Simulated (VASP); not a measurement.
A run of VASP 6.6.1:

File INCAR:

```
SYSTEM = Pt2I3
  PREC = Accurate
  ENCUT = 520
  EDIFF = 1E-7
  ISMEAR = 0
  SIGMA = 0.1
  LREAL = .False.
  LASPH = .True.
  NELM = 100
  ALGO = Normal
  ISIF = 2
  LWAVE = .False.
  LCHARG = .True.
  GGA = PE
  LELF = .True.
  LVHAR = .True.
  NBANDS = 28
```

KPOINTS

```
regular mesh
0
Gamma
  6 6 4
  0 0 0
```

The input POSCAR:

```
Pt2I3
1.0
    4.8573516929      0.0000000000      0.0000000000
   -2.4286758465      4.2065899612      0.0000000000
    0.0000000000      0.0000000000      7.5572502227
Pt I
2 3
Direct
    0.3333333333      0.6666666667      0.2450000000
    0.6666666667      0.3333333333      0.7550000000
    0.0000000000      0.0000000000      0.0000000000
    0.3333333333      0.6666666667      0.6450000000
    0.6666666667      0.3333333333      0.3550000000
```

Potentials or basis: VASP PAW PBE potentials, release 64 (Pt, I).

Launch:

```console
$ cat potpaw_PBE.64/Pt/POTCAR potpaw_PBE.64/I/POTCAR > POTCAR
$ mpirun -np 1 vasp_std > vasp.out
```

Hardware: 1 thread of AMD EPYC 7R13 Processor (Zen 3) (shared host).

**Question.** How long does it take, and how much memory?

**Answer.** Wall time 120 s on 1 thread of AMD EPYC 7R13 Processor (Zen 3), with other jobs on the host, peak memory 0.27 GiB. Counts: scf iterations 16, k points 24.
